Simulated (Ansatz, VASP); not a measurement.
# BaZrO3 in VASP and in Ansatz

```
CELL_PARAMETERS angstrom
4.10578 0.00000 0.00000
0.00000 4.10578 0.00000
0.00000 0.00000 4.10578
ATOMIC_POSITIONS crystal
Ba 0.00000 0.00000 0.00000
Zr 0.50000 0.50000 0.50000
O 0.50000 0.50000 0.00000
O 0.50000 0.00000 0.50000
O 0.00000 0.50000 0.50000
```

Alike in both runs: task single point; functional PBEsol; k mesh 6 × 6 × 6; occupations fermi-dirac, width 0.05 eV; no spin polarisation.

```csv
,VASP,Ansatz
version,VASP 6.6.1,Ansatz 0.2.0
potentials or method,"VASP PAW PBE potentials, release 64 (Ba_sv, Zr_sv, O)",Ansatz PAW
plane-wave cutoff (eV),520,420
valence electrons in the cell,40,40
```

```csv
,VASP,Ansatz,Ansatz less VASP
gap on the k mesh at the Fermi level (eV),3.23,3.29,+0.060
least direct gap on the mesh (eV),3.36,3.39,+0.028
pressure (GPa),11.4,10.0,-1.48
```

VASP's potentials were made for PBE, not for PBEsol.

Neither program's run includes spin-orbit coupling.
